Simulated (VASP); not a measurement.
The system is CuI.

```xyz
2
Lattice="4.2872 0.0000 0.0000 2.1436 3.7128 0.0000 2.1436 1.2376 3.5005" Properties=species:S:1:pos:R:3 pbc="T T T"
Cu    2.1436    1.2376    0.8751
I     0.0000    0.0000    0.0000
```

| Property | Result |
| --- | --- |
| Program | VASP 6.6.1 |
| Task | relaxation of cell and atoms |
| Functional | PBE |
| Dispersion | D3(BJ) |
| Potentials or basis | VASP PAW PBE potentials, release 64 (Cu, I) |
| Cutoff | 600 eV |
| k mesh | 6 × 6 × 6 |
| Occupations | gaussian, width 0.01 eV |
| Spin | no spin polarisation |

At the start: pressure -1.9 GPa; volume 27.86 Å³/atom.

Task: Where does the relaxation end?

Result: Over 3 steps the energy falls by 7.4 meV/atom and the volume is 26.66 Å³/atom (-4.3 %); space group F-43m (No. 216, to 0.1 Å) before and after.

Step by step:
| step | energy change (eV) | largest force (eV/Å) | pressure (GPa) | volume (Å³) |
| --- | --- | --- | --- | --- |
| 1 | 0.0000 | 0.0000 | -1.89 | 55.72 |
| 2 | -0.0147 | 0.0000 | 0.19 | 53.11 |
| 3 | -0.0148 | 0.0000 | -0.02 | 53.32 |

Final structure:
```xyz
2
Lattice="4.2248 0.0000 0.0000 2.1124 3.6588 0.0000 2.1124 1.2196 3.4495" Properties=species:S:1:pos:R:3 pbc="T T T"
Cu    2.1124    1.2196    0.8624
I     0.0000    0.0000    0.0000
```
